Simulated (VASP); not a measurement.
# Zr in VASP: relaxation of the atoms with PBE

Aim: the relaxation of the atoms of Zr with PBE.

Everything below comes from runs of VASP 6.6.1. Logs are shortened: lines on timing, memory, paths and dates and some standing lists are left out, and cuts for length are marked.

**1. The cell of the first run**

The cell holds a slab with vacuum, 16 atoms: a = 6.467 Å, b = 6.467 Å, c = 23.751 Å, α = 90.00°, β = 90.00°, γ = 120.00°.

**2. Relaxation of the atoms, PBE**

Contents of INCAR:

```
SYSTEM = Zr
ALGO = Normal ; DIPOL = 0.5 0.5 0.500
EDIFF = 1E-7 ; EDIFFG = -0.03
ENCUT = 450 ; GGA = PE
GGA_COMPAT = .FALSE. ; IBRION = 2
IDIPOL = 3 ; ISIF = 2
ISMEAR = 0 ; KPAR = 4
LASPH = .TRUE. ; LCHARG = .FALSE.
LDIPOL = .TRUE. ; LREAL = .FALSE.
LWAVE = .FALSE. ; NELM = 120
NELMDL = -8 ; NELMIN = 4
NSW = 90 ; PREC = Accurate
SIGMA = 0.1
```

Contents of KPOINTS:

```
k-points
0
G
  4 4 1
  0 0 0
```

Contents of POSCAR:

```
Zr
1.0
    6.4672522316      0.0000000000      0.0000000000
   -3.2336261158      5.6008047253      0.0000000000
    0.0000000000      0.0000000000     23.7512408194
Zr
16
Selective dynamics
Direct
    0.3333333333      0.1666666667      0.3368245079  F F F
    0.3333333333      0.6666666667      0.3368245079  F F F
    0.8333333333      0.1666666667      0.3368245079  F F F
    0.8333333333      0.6666666667      0.3368245079  F F F
    0.1666666667      0.3333333333      0.4456081693  F F F
    0.1666666667      0.8333333333      0.4456081693  F F F
    0.6666666667      0.3333333333      0.4456081693  F F F
    0.6666666667      0.8333333333      0.4456081693  F F F
    0.3333333333      0.1666666667      0.5543918307  T T T
    0.3333333333      0.6666666667      0.5543918307  T T T
    0.8333333333      0.1666666667      0.5543918307  T T T
    0.8333333333      0.6666666667      0.5543918307  T T T
    0.1666666667      0.3333333333      0.6631754921  T T T
    0.1666666667      0.8333333333      0.6631754921  T T T
    0.6666666667      0.3333333333      0.6631754921  T T T
    0.6666666667      0.8333333333      0.6631754921  T T T
```

Potentials or basis: VASP PAW PBE potentials, release 64 (Zr_sv).

Started as:

```sh
cat potpaw_PBE.64/Zr_sv/POTCAR > POTCAR
mpirun -np 4 vasp_std > vasp.out
```

OUTCAR:

```text
SYSTEM = Zr
   EDIFF = 1E-7
   EDIFFG = -0.03
   ENCUT = 450
   GGA = PE
   IBRION = 2
   ISIF = 2
   ISMEAR = 0
   LASPH = .TRUE.
   LREAL = .FALSE.
   NELM = 120
   NELMDL = -8
   NELMIN = 4
   NSW = 90
   PREC = Accurate

 ion  position               nearest neighbor table
   1  0.333  0.167  0.337-   5 3.19   7 3.19   6 3.19   3 3.23   3 3.23   2 3.23   2 3.23   4 3.23
                             4 3.23
   2  0.333  0.667  0.337-   6 3.19   8 3.19   5 3.19   4 3.23   4 3.23   3 3.23   1 3.23   1 3.23
                             3 3.23
   3  0.833  0.167  0.337-   7 3.19   5 3.19   8 3.19   1 3.23   1 3.23   2 3.23   4 3.23   4 3.23
                             2 3.23
   4  0.833  0.667  0.337-   8 3.19   6 3.19   7 3.19   2 3.23   2 3.23   1 3.23   3 3.23   3 3.23
                             1 3.23
   5  0.167  0.333  0.446-   9 3.19   1 3.19  11 3.19   3 3.19  10 3.19   2 3.19   7 3.23   7 3.23
                             6 3.23   6 3.23   8 3.23   8 3.23
   6  0.167  0.833  0.446-  10 3.19   2 3.19  12 3.19   4 3.19   9 3.19   1 3.19   8 3.23   8 3.23
                             7 3.23   5 3.23   5 3.23   7 3.23
   7  0.667  0.333  0.446-  11 3.19   3 3.19   9 3.19   1 3.19  12 3.19   4 3.19   5 3.23   5 3.23
                             6 3.23   8 3.23   8 3.23   6 3.23
   8  0.667  0.833  0.446-  12 3.19   4 3.19  10 3.19   2 3.19  11 3.19   3 3.19   6 3.23   6 3.23
                             5 3.23   7 3.23   7 3.23   5 3.23
   9  0.333  0.167  0.554-   5 3.19  13 3.19   7 3.19  15 3.19   6 3.19  14 3.19  11 3.23  11 3.23
[... 22 lines left out ...]
 A1 = (   6.4672522316,   0.0000000000,   0.0000000000)
 A2 = (  -3.2336261158,   5.6008047253,   0.0000000000)
 A3 = (   0.0000000000,   0.0000000000,  23.7512408194)

Analysis of symmetry for initial positions (statically):
=====================================================================
 Subroutine PRICEL returns following result:

  LATTYP: Found a hexagonal cell.
 ALAT       =     3.2336261158
 C/A-ratio  =     7.3450794770
[... 12 lines left out ...]
 Subroutine GETGRP returns: Found 12 space group operations
 (whereof 12 operations were pure point group operations)
 out of a pool of 24 trial point group operations.

The static configuration has the point symmetry D_3d.

Analysis of symmetry for dynamics (positions and initial velocities):
=====================================================================
 Subroutine PRICEL returns following result:

  LATTYP: Found a hexagonal cell.
 ALAT       =     3.2336261158
 C/A-ratio  =     7.3450794770
[... 12 lines left out ...]
 Subroutine GETGRP returns: Found 12 space group operations
 (whereof 12 operations were pure point group operations)
 out of a pool of 24 trial point group operations.

The dynamic configuration has the point symmetry D_3d.

Analysis of constrained symmetry for selective dynamics:
=====================================================================
 Subroutine PRICEL returns following result:

  LATTYP: Found a hexagonal cell.
 ALAT       =     3.2336261158
 C/A-ratio  =     7.3450794770
[... 12 lines left out ...]
 Subroutine GETGRP returns: Found  6 space group operations
 (whereof  6 operations were pure point group operations)
 out of a pool of 24 trial point group operations.

The constrained configuration has the point symmetry C_3v.

 Subroutine INISYM returns: Found  6 space group operations
 (whereof  6 operations are pure point group operations),
 and found     4 'primitive' translations

----------------------------------------------------------------------------------------

                                     Primitive cell

  volume of cell :     215.0783

  direct lattice vectors                    reciprocal lattice vectors
     3.233626116  0.000000000  0.000000000     0.309250348  0.178545771  0.000000000
    -1.616813058  2.800402363  0.000000000     0.000000000  0.357091543  0.000000000
     0.000000000  0.000000000 23.751240819     0.000000000  0.000000000  0.042103063

  length of vectors
     3.233626116  3.233626116 23.751240819     0.357091543  0.357091543  0.042103063

  position of ions in fractional coordinates (direct lattice)
     0.666666667  0.333333333  0.336824508
     0.333333333  0.666666667  0.445608169
     0.666666667  0.333333333  0.554391831
     0.333333333  0.666666667  0.663175492

  ion indices of the primitive-cell ions
   primitive index   ion index
[... 22 lines left out ...]

  Shift w.r.t. Gamma in fractional coordinates (k-lattice)
     0.000000000  0.000000000  0.000000000

 Subroutine IBZKPT returns following result:
 ===========================================

 Found      4 irreducible k-points:

 Following reciprocal coordinates:
            Coordinates               Weight
  0.000000  0.000000  0.000000      1.000000
  0.250000 -0.000000  0.000000      6.000000
  0.500000 -0.000000  0.000000      3.000000
  0.250000  0.250000  0.000000      6.000000
   k-points           NKPTS =      4   k-points in BZ     NKDIM =      4   number of bands    NBANDS=    115
   number of dos      NEDOS =    301   number of ions     NIONS =     16
   total plane-waves  NPLWV = 387072
   dimension x,y,z NGX =    48 NGY =   48 NGZ =  168
   dimension x,y,z NGXF=    96 NGYF=   96 NGZF=  336
   ions per type =              16
   NGX,Y,Z   is equivalent  to a cutoff of  12.34, 12.34, 11.76 a.u.
   NGXF,Y,Z  is equivalent  to a cutoff of  24.68, 24.68, 23.52 a.u.
 SYSTEM =  Zr
   PREC   = accura    normal or accurate (medium, high low for compatibility)
   ISTART =      0    job   : 0-new  1-cont  2-samecut
   ICHARG =      2    charge: 1-file 2-atom 10-const
   ISPIN  =      1    spin polarized calculation?
   LNONCOLLINEAR =      F non collinear calculations
   LSORBIT =      F    spin-orbit coupling
   LASPH  =      T    aspherical Exc in radial PAW
   ENCUT  =  450.0 eV  33.07 Ry    5.75 a.u.  11.19 11.19 41.08*2*pi/ulx,y,z
   NELM   =    120;   NELMIN=  4; NELMDL= -8     # of ELM steps
   EDIFF  = 0.1E-06   stopping-criterion for ELM
   LREAL  =      F    real-space projection
   EDIFFG = -.3E-01   stopping-criterion for IOM
   NSW    =     90    number of steps for IOM
   IBRION =      2    ionic relax: 0-MD 1-quasi-New 2-CG
   NFREE  =      1    steps in history (QN), initial steepest desc. (CG)
   ISIF   =      2    stress and relaxation
   ISYM   =      2    0-nonsym 1-usesym 2-fastsym
   POTIM  = 0.5000    time-step for ionic-motion
   TEBEG  =    0.0;   TEEND  =   0.0 temperature during run
   PSTRESS=    0.0 pullay stress
   NELECT =     192.0000    total number of electrons
   NUPDOWN=      -1.0000    fix difference up-down
   EMIN   =  10.00;   EMAX   =-10.00  energy-range for DOS
   EFERMI =   0.00;   METHOD = LEGACY
   ISMEAR =     0;   SIGMA  =   0.10  broadening in eV -4-tet -1-fermi 0-gaus
   EFERMI_NEDOS =   21; number of points for ismear=-14 and -15
   IALGO  =     38    algorithm
   IMIX   =      4    mixing-type and parameters
     AMIX     =   0.40;   BMIX     =  1.00
     AMIX_MAG =   1.60;   BMIX_MAG =  1.00
  volume/ion in A,a.u.               =      53.77       362.85
  Fermi-wavevector in a.u.,A,eV,Ry     =   0.993016  1.876529 13.416453  0.986081
  Thomas-Fermi vector in A             =   2.124869
   LORBIT       =      0    0 simple, 1 ext, 2 COOP (PROOUT), +10 PAW based schemes
   GGA     = PE    functional components
   LHFCALC =     F    Hartree Fock is set to
   AEXX    =    0.0000 exact exchange contribution
   IVDW    =     0    specifies the selected vdW correction
   LEPSILON=     F    determine dielectric tensor
   LRPA    =     F    only Hartree local field effects (RPA)
 conjugate gradient relaxation of ions
 non-spin polarized calculation
 Gauss-broadening in eV      SIGMA  =   0.10
  energy-cutoff  :      450.00
  volume of cell :      860.31
 maximum number of plane-waves:     18707
 NGX is ok and might be reduce to    48
   NGX = 23   NGY = 23   NGZ = 83

--------------------------------------- Ionic step        1  -------------------------------------------

 number of electron     192.0000002 magnetization

 Free energy of the ion-electron system (eV)
  ---------------------------------------------------
  ext. energy  EPLUGINS =         0.00000000
  ---------------------------------------------------
  free energy    TOTEN  =      -128.81969772 eV

  energy without entropy =     -128.68778641  energy(sigma->0) =     -128.75374207

------------------------ aborting loop because EDIFF is reached ----------------------------------------

  FORCE on cell =-STRESS in cart. coord.  units (eV):
  Direction    XX          YY          ZZ          XY          YZ          ZX
  --------------------------------------------------------------------------------------
  -------------------------------------------------------------------------------------
  Total       -8.7153643     -8.7153643     -8.0138910      0.0000000      0.0000000      0.0000000
  in kB      -16.2307877    -16.2307877    -14.9244207      0.0000000      0.0000000      0.0000000
  external PRESSURE =     -15.7953320 kB  Pullay stress =       0.0000000 kB
[... 81 lines left out ...]
  FREE ENERGIE OF THE ION-ELECTRON SYSTEM (eV)
  ---------------------------------------------------
  free  energy   TOTEN  =      -128.9270242262 eV

  energy  without entropy=     -128.7948429991  energy(sigma->0) =     -128.86093361

 dipolmoment           0.000000      0.000000     -0.003444 electrons x Angstroem

--------------------------------------- Ionic step        3  -------------------------------------------

 number of electron     192.0000002 magnetization

 dipolmoment           0.000000      0.000000      0.002600 electrons x Angstroem

 Free energy of the ion-electron system (eV)
  ---------------------------------------------------
  ext. energy  EPLUGINS =         0.00000000
  ---------------------------------------------------
  free energy    TOTEN  =      -129.00923219 eV

  energy without entropy =     -128.87479754  energy(sigma->0) =     -128.94201487

 E-fermi :   1.6316     XC(G=0):  -5.6541

 val. band max:        1.6233997308   @ k =   0.2500  -0.0000   0.0000
 cond. band min:       1.6610083203   @ k =   0.5000  -0.0000   0.0000
 fundamental gap:      0.0376085894
 Fermi energy:         1.6316170505

 k-point     1 :       0.0000    0.0000    0.0000
  band No.  band energies     occupation
      1     -47.4023      2.00000
      2     -47.3377      2.00000
      3     -47.3169      2.00000
      4     -47.3169      2.00000
      5     -47.3169      2.00000
      6     -47.2460      2.00000
[... 433 lines left out ...]
    107       2.2262      0.00000
    108       2.2559      0.00000
 [bands above 108 left out]

------------------------ aborting loop because EDIFF is reached ----------------------------------------

 vacuum level on the upper side and lower side of the slab       (xc-potential included)        -0.082        -0.088

  FORCE on cell =-STRESS in cart. coord.  units (eV):
  Direction    XX          YY          ZZ          XY          YZ          ZX
  --------------------------------------------------------------------------------------
  -------------------------------------------------------------------------------------
  Total       -6.8674680     -6.8674680     -5.8725865      0.0000000     -0.0000000      0.0000000
  in kB      -12.7894154    -12.7894154    -10.9366288      0.0000000     -0.0000000      0.0000000
  external PRESSURE =     -12.1718198 kB  Pullay stress =       0.0000000 kB
[... 31 lines left out ...]
  FREE ENERGIE OF THE ION-ELECTRON SYSTEM (eV)
  ---------------------------------------------------
  free  energy   TOTEN  =      -129.0092321924 eV

  energy  without entropy=     -128.8747975437  energy(sigma->0) =     -128.94201487

 reached required accuracy - stopping structural energy minimisation

 vacuum level on the upper side and lower side of the slab         5.741         5.727
```

It took 17 min on 4 MPI ranks of Intel Xeon Platinum 8488C (Sapphire Rapids), shared host; peak memory 0.97 GiB.

What came out:

```yaml
Free_energy: -129.0092 eV
Energy_gained_by_relaxing: 11.8 meV/atom
Ionic_steps: 3
Band_gap_on_the_k_mesh: zero (bands 96 and 97 overlap by 0.84 eV)
```

Step by step:
```tsv
step	energy change (eV)	largest force on free atoms (eV/Å)	pressure (GPa)
1	0.0000	0.6497	-1.58
2	-0.1073	0.4536	-1.47
3	-0.1895	0.0084	-1.22
```

Final structure:
```xyz
16
Lattice="6.4673 0.0000 0.0000 -3.2336 5.6008 0.0000 0.0000 0.0000 23.7512" Properties=species:S:1:pos:R:3 pbc="T T T"
Zr    1.6168    0.9335    8.0000
Zr    0.0000    3.7339    8.0000
Zr    4.8504    0.9335    8.0000
Zr    3.2336    3.7339    8.0000
Zr    0.0000    1.8669   10.5837
Zr   -1.6168    4.6673   10.5837
Zr    3.2336    1.8669   10.5837
Zr    1.6168    4.6673   10.5837
Zr    1.6168    0.9335   13.2534
Zr    0.0000    3.7339   13.2534
Zr    4.8504    0.9335   13.2534
Zr    3.2336    3.7339   13.2534
Zr    0.0000    1.8669   15.6886
Zr   -1.6168    4.6673   15.6886
Zr    3.2336    1.8669   15.6886
Zr    1.6168    4.6673   15.6886
```

The gap in the log of VASP goes by the Fermi energy; the results here count the filled bands.